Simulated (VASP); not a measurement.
Al: single point with PBEsol

The system is Al.

```xyz
4
Lattice="-1.6063 1.6063 -1.6063 -1.6063 -1.6063 1.6063 -1.6063 5.1402 7.7103" Properties=species:S:1:pos:R:3 pbc="T T T"
Al    0.0000    5.6221    5.6221
Al   -1.6063    0.8032    0.8032
Al    0.0000    2.4095    2.4095
Al   -1.6063    4.0158    4.0158
```

| Property | Result |
| --- | --- |
| Program | VASP 6.6.1 |
| Task | single point |
| Functional | PBEsol |
| Potentials or basis | VASP PAW PBE potentials, release 64 (Al) |
| Cutoff | 520 eV |
| k mesh | 16 × 16 × 5 |
| Occupations | gaussian, width 0.15 eV |
| Spin | no spin polarisation |

```yaml
Pressure: 0.0 GPa
Largest_force: 0.085 eV/Å
Band_gap_on_the_k_mesh: zero (bands 6 and 7 overlap by 6.32 eV)
```

Forces in eV/Å, atoms in the order of the input:
```
Al  -0.001 -0.038  0.076
Al   0.001  0.038 -0.076
Al   0.000  0.013 -0.020
Al   0.000 -0.013  0.020
```

Stress tensor (GPa, compression positive):
```
-0.21  0.08  0.08
 0.08  0.55 -0.39
 0.08 -0.39 -0.30
```

Levels at points of the mesh, in eV from the Fermi level:
| k point | band 4 | band 5 | band 6 | band 7 | band 8 | band 9 |
| --- | --- | --- | --- | --- | --- | --- |
| (0.00, 0.00, 0.00) | -4.29 | -3.84 | 4.28 | 4.29 | 8.15 | 8.26 |
| (0.50, 0.00, 0.00) | -4.18 | -4.06 | -3.61 | 0.47 | 0.63 | 1.46 |
| (0.00, 0.50, 0.00) | -5.25 | -2.27 | -2.11 | -1.73 | -1.58 | 4.23 |
| (0.50, 0.50, 0.00) | -3.30 | -0.97 | -0.73 | 0.05 | 0.46 | 2.26 |

Run time: 11 min on 1 thread of Intel Xeon 8259CL (shared host), peak memory 0.53 GiB.

Caveat: the PAW data sets were made with another functional, which shifts forces and pressure a little.
